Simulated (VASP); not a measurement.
A run of VASP 6.6.1 is set up as follows.

Contents of INCAR:

```
PREC = Accurate
ENCUT = 500
EDIFF = 1E-6
ISMEAR = -1
SIGMA = 0.15
LREAL = F
LASPH = T
NELM = 120
ALGO = Normal
ISIF = 2
LWAVE = F
LCHARG = F
GGA = PS
NBANDS = 21
GGA_COMPAT = F
```

KPOINTS

```
regular mesh
0
Gamma
  5 5 3
```

Contents of POSCAR:

```
Ge
1.0
    1.4880529300     -2.5946896100      0.0000000000
    1.4880529300      2.5946896100      0.0000000000
    0.0000000000      0.0000000000      4.7275957900
Ge
2
Direct
    0.6665533705      0.3334466295      0.2500000005
    0.3334466295      0.6665533705      0.7499999995
```

Potentials or basis: VASP PAW PBE potentials, release 64 (Ge_d).

The run is started by

```bash
$ cat potpaw_PBE.64/Ge_d/POTCAR > POTCAR
$ mpirun -np 1 vasp_std > vasp.out
```

**Question.** What does it give for the band gap on the k mesh?

**Answer.** Zero (band 14 reaches 13.52 eV, above the bottom of band 15 at 5.72 eV).

**Question.** What does it give for the pressure?

**Answer.** 1.4 GPa.

Stress tensor (GPa, compression positive):
```
 0.29  0.00  0.00
 0.00 -0.34  0.00
 0.00  0.00  4.12
```

Caveat: the k points lie up to 0.49 Å⁻¹ apart; the PAW data sets were made with another functional, which shifts forces and pressure a little.
